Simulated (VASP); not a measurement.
Set up this calculation in VASP 6.6.1, as the native input.

| Item | Value |
| --- | --- |
| Task | single point |
| Functional | PBE |
| Potentials or basis | VASP PAW PBE potentials, release 64 (Sn_d, F) |
| Cutoff | 520 eV |
| k mesh | 8 × 8 × 8 |
| Occupations | gaussian, width 0.1 eV |
| Spin | no spin polarisation |
| Dipole correction | no |
| Further INCAR settings | ALGO = Fast; EDIFF = 1e-06; NBANDS = 44 |

The structure of Sn2F lies in POSCAR:

```
Sn2F
1.0
    5.4349629253      0.0000000000      0.0000000000
    0.0000000000      5.4349629253      0.0000000000
    0.0000000000      0.0000000000      5.4349629253
Sn F
4 2
Direct
    0.2500000000      0.2500000000      0.2500000000
    0.2500000000      0.7500000000      0.7500000000
    0.7500000000      0.7500000000      0.2500000000
    0.7500000000      0.2500000000      0.7500000000
    0.0000000000      0.0000000000      0.0000000000
    0.5000000000      0.5000000000      0.5000000000
```

These files were run (other wordings do the same):

INCAR

```
SYSTEM = Sn2F
PREC = Accurate ; ENCUT = 520
EDIFF = 1E-6 ; ISMEAR = 0
SIGMA = 0.1 ; LREAL = .False.
LASPH = .True. ; NELM = 60
ALGO = Fast ; ISIF = 2
LWAVE = .False. ; LCHARG = .True.
GGA = PE ; LELF = .True.
LVHAR = .True. ; NBANDS = 44
```

KPOINTS

```
Automatic mesh
0
Gamma
  8 8 8
  0 0 0
```

Potentials or basis: VASP PAW PBE potentials, release 64 (Sn_d, F).

Launch:

```bash
$ cat potpaw_PBE.64/Sn_d/POTCAR potpaw_PBE.64/F/POTCAR > POTCAR
$ mpirun -np 1 vasp_std > vasp.out
```

It gave:

The pressure is 0.0 GPa and the band gap on the k mesh is zero (bands 35 and 36 overlap by 1.25 eV).

Caveat: spin-orbit coupling is left out, which moves the levels of the heavy elements.

It took 5.2 min on 1 thread of Oxide Virtual Turin-like Processor (shared host), peak memory 0.32 GiB.
